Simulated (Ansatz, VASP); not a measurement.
One calculation of ZrB, two programs

INCAR

```
SYSTEM = ZrB
PREC = Accurate ; ENCUT = 500
EDIFF = 1E-6 ; ISMEAR = 0
SIGMA = 0.05 ; LREAL = .False.
LASPH = .True. ; NELM = 120
ALGO = Normal ; ISIF = 2
LWAVE = .False. ; LCHARG = .False.
NBANDS = 14 ; GGA_COMPAT = .False.
```

File KPOINTS:

```
regular mesh
0
Gamma
  8 8 8
  0 0 0
```

Contents of POSCAR:

```
ZrB
1.0
    0.0000000000      2.4477597428      2.4477597428
    2.4477597428      0.0000000000      2.4477597428
    2.4477597428      2.4477597428      0.0000000000
Zr B
1 1
Direct
    0.5000000000      0.5000000000      0.5000000000
    0.0000000000      0.0000000000      0.0000000000
```

Input for Ansatz:

```yaml
crystal:
  lattice:
    - [0.0, 2.4477597428, 2.4477597428]
    - [2.4477597428, 0.0, 2.4477597428]
    - [2.4477597428, 2.4477597428, 0.0]
  atoms:
    - { symbol: Zr, position: [0.5, 0.5, 0.5] }
    - { symbol: B, position: [0.0, 0.0, 0.0] }
basis:
  ecutwfc: 420
  ecutrho_ratio: 4
kpoints:
  mp_grid: { grid: [8, 8, 8] }
hamiltonian:
  xc: lda
scf:
  occupations: { method: gaussian, width: 0.05 }
output:
  forces: true
  stress: true
  eigenvalues: true
```

Alike in both runs: task single point; functional LDA; k mesh 8 × 8 × 8; occupations gaussian, width 0.05 eV; no spin polarisation.

|  | VASP | Ansatz |
| --- | --- | --- |
| version | VASP 6.6.1 | Ansatz 0.2.0 |
| potentials or method | VASP PAW LDA potentials, release 64 (Zr_sv, B), cutoff 500 eV | scalar-relativistic, plane waves, PAW |
| valence electrons in the cell | 15 | 15 |

|  | VASP | Ansatz | Ansatz less VASP |
| --- | --- | --- | --- |
| gap on the k mesh at the Fermi level (eV) | none | none | - |
| pressure (GPa) | -6.1 | -6.5 | -0.33 |

LDA's correlation is that of Perdew and Zunger in VASP and of Perdew and Wang (1992) in Ansatz. A gap of «none» marks a metal or a gap that the smearing closes.
